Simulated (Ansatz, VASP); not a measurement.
# BeTe2: VASP beside Ansatz

```
Te Be
1.0
     0.00000    0.00000    5.56471
     5.55549    0.00000    0.00000
     2.77774    5.21709   -2.78235
Te Be
4 2
Direct
  0.11811 0.10320 0.23622
  0.88189 0.89680 0.76378
  0.38189 0.33942 0.76378
  0.61811 0.66058 0.23622
  0.25000 0.00000 0.00000
  0.75000 0.00000 0.00000
```

Alike in both runs: task single point; functional r2SCAN; k mesh 7 × 7 × 7; no spin polarisation.

|  | VASP | Ansatz |
| --- | --- | --- |
| version | VASP 6.6.1 | Ansatz 0.2.0 |
| potentials or method | VASP PAW PBE potentials, release 64 (Te, Be), cutoff 520 eV | PAW plane waves |
| occupations | fermi-dirac, width 0.1 eV | fermi-dirac |
| valence electrons in the cell | 28 | 68 |

```csv
,VASP,Ansatz,Ansatz less VASP
pressure (GPa),8.3,8.1,-0.16
"traceless stress, the component that is largest in VASP (GPa)",1.39,1.30,-0.084
rms of the force components (eV/Å),1.319,1.299,-0.0201
```

VASP's potentials were made for PBE, not for r2SCAN. Atom by atom the forces differ by 0.020 eV/Å (rms over components). VASP's potentials hold 28 valence electrons a cell and Ansatz's 68, so a difference there can come from the potentials and not from the codes.

Neither program's run includes spin-orbit coupling.
